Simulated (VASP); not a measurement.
Runs of VASP 6.6.1 on AsSe3. The structure is that of space group Fm-3m (No. 225), or close to it. The cells are those of the table. The cell was built from a structure type or drawn by symmetry, and may not be a known phase.

| task | cell | k mesh | cutoff (eV) | gap on the mesh (eV) | pressure (GPa) | relaxed volume (Å³/atom) |
| --- | --- | --- | --- | --- | --- | --- |
| single point | a = 4.850 Å, angles 60.0°, 4 atoms | 4 × 4 × 4 | 520 | none | -0.1 | - |
| relaxation of cell and atoms | relaxed from a = 5.895 Å, angles 60.0°, 4 atoms | 4 × 4 × 4 | 600 | none | -0.1 | 20.19 |
| single point | a = 4.843 Å, angles 60.0°, 4 atoms | 12 × 12 × 12 | 520 | none | 0.0 | - |
| relaxation of cell and atoms | relaxed from a = 4.850 Å, angles 60.0°, 4 atoms | 12 × 12 × 12 | 600 | none | 0.0 | 20.08 |
| single point | a = 5.895 Å, angles 60.0°, 4 atoms | 4 × 4 × 4 | 520 | none | (a) | - |

Alike in all rows: level PBE; potentials or basis VASP PAW PBE potentials, release 64 (As, Se); no spin polarisation; smearing gaussian 0.1 eV.

Problem. Estimate the missing entries.

Solution. (a) -10.5.

Caveats: some runs use coarse meshes; the volume moved by over 15 % at a fixed basis, so the end points are rough (at least some runs); the cell stands under tension (at least some runs).

A k mesh can miss the band edges, and the runs leave out spin-orbit coupling on As, Se.

A gap of «none» marks levels without a gap at the run's occupations.
